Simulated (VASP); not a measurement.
# Sr2Y: single point with PBE

Sr2Y:

```
Sr Y
1.0
     6.36851    0.00000    0.00000
    -3.18426    5.51529    0.00000
     0.00000    0.00000    3.71482
Sr Y
2 1
Cartesian
  0.0000 3.6769 1.8574
  3.1843 1.8384 1.8574
  0.0000 0.0000 0.0000
```

```
Program                : VASP 6.6.1
Task                   : single point
Functional             : PBE
Potentials or basis    : VASP PAW PBE potentials, release 64 (Sr_sv, Y_sv)
Cutoff                 : 520 eV
k mesh                 : 12 × 12 × 12
Occupations            : gaussian, width 0.1 eV
Spin                   : no spin polarisation
Dipole correction      : no
Further INCAR settings : ALGO = Fast; EDIFF = 1e-06; NBANDS = 22
```

```yaml
Pressure: 0.1 GPa
Band_gap_on_the_k_mesh: zero (an odd number of electrons rules out a gap without spin polarisation)
```

Levels at points of the mesh, in eV from the Fermi level:
| k point | band 13 | band 14 | band 15 | band 16 | band 17 | band 18 |
| --- | --- | --- | --- | --- | --- | --- |
| (0.00, 0.00, 0.00) | -4.03 | -0.65 | 0.10 | 0.10 | 0.15 | 0.15 |
| (0.50, 0.00, 0.00) | -2.74 | -2.32 | -1.27 | 0.40 | 0.52 | 0.72 |
| (0.00, 0.00, 0.50) | -1.19 | -0.97 | -0.35 | -0.35 | -0.34 | -0.34 |
| (0.50, 0.00, 0.50) | -1.11 | -0.93 | -0.11 | -0.11 | 0.22 | 0.23 |

Run time: 9.3 min on 1 thread of Intel(R) Xeon(R) 6975P-C (Granite Rapids) (shared host), peak memory 0.58 GiB.
